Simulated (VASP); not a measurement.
Here is a VASP 6.6.1 calculation.

The input INCAR:

```
SYSTEM = Cu12HF
ALGO = Normal
EDIFF = 1E-6
ENCUT = 520
GGA = PE
ISIF = 2
ISMEAR = -1
IVDW = 12
LASPH = .TRUE.
LCHARG = .FALSE.
LREAL = .FALSE.
LWAVE = .FALSE.
NBANDS = 83
NELM = 100
PREC = Accurate
SIGMA = 0.15
```

File KPOINTS:

```
k-points
0
G
  4 4 1
  0 0 0
```

File POSCAR:

```
Cu12HF
1.0
    5.1053110000      0.0000000000      0.0000000000
    2.5526550000      4.4213290000      0.0000000000
    0.0000000000      0.0000000000     17.1684690000
Cu F H
12 1 1
Direct
    0.1666667508      0.1666666290      0.0582463119
    0.6666666529      0.1666666290      0.0582463119
    0.1666665963      0.6666667421      0.0582463119
    0.6666666943      0.6666667421      0.0582463119
   -0.1663298950      0.3335146514      0.1773896671
    0.3332323338      0.3340832587      0.1771738062
   -0.1660547868      0.8338033655      0.1771145115
    0.3331645490      0.8335154430      0.1772572732
    0.0010129481      0.0008189845      0.2965478751
    0.5002343311      0.0006993372      0.2954835985
   -0.0000741865      0.5015862877      0.2961907087
    0.5003979447      0.5002869047      0.2964034825
    0.9186236982     -0.0038997324      0.4585558561
    0.7718933903     -0.0252618613      0.4302572349
```

Potentials or basis: VASP PAW PBE potentials, release 64 (Cu, F, H).

The run is started by

```console
$ cat potpaw_PBE.64/Cu/POTCAR potpaw_PBE.64/F/POTCAR potpaw_PBE.64/H/POTCAR > POTCAR
$ mpirun -np 1 vasp_std > vasp.out
```

**Question.** Estimate the largest force.

**Answer.** 0.286 eV/Å.

**Question.** Predict the dispersion energy per atom.

**Answer.** -0.342 eV.

**Question.** Predict the band gap on the k mesh.

**Answer.** Zero (bands 70 and 71 overlap by 0.06 eV).

Forces in eV/Å, atoms in the order of the input:
```
Cu   0.006  0.001 -0.020
Cu  -0.004  0.001 -0.014
Cu   0.000 -0.001 -0.038
Cu   0.004  0.005 -0.001
Cu   0.000 -0.001  0.001
Cu   0.000  0.001 -0.002
Cu   0.001  0.000  0.001
Cu  -0.001  0.000 -0.001
Cu  -0.001 -0.001  0.025
Cu  -0.003  0.000  0.016
Cu  -0.001 -0.001  0.019
Cu   0.000 -0.001  0.019
F    0.243  0.028  0.141
H   -0.244 -0.031 -0.146
```

Caveat: there is no dipole correction, which matters where the two faces differ. With open d or f shells a metallic result of PBE can be an artefact of self-interaction; +U or a hybrid may open a gap.
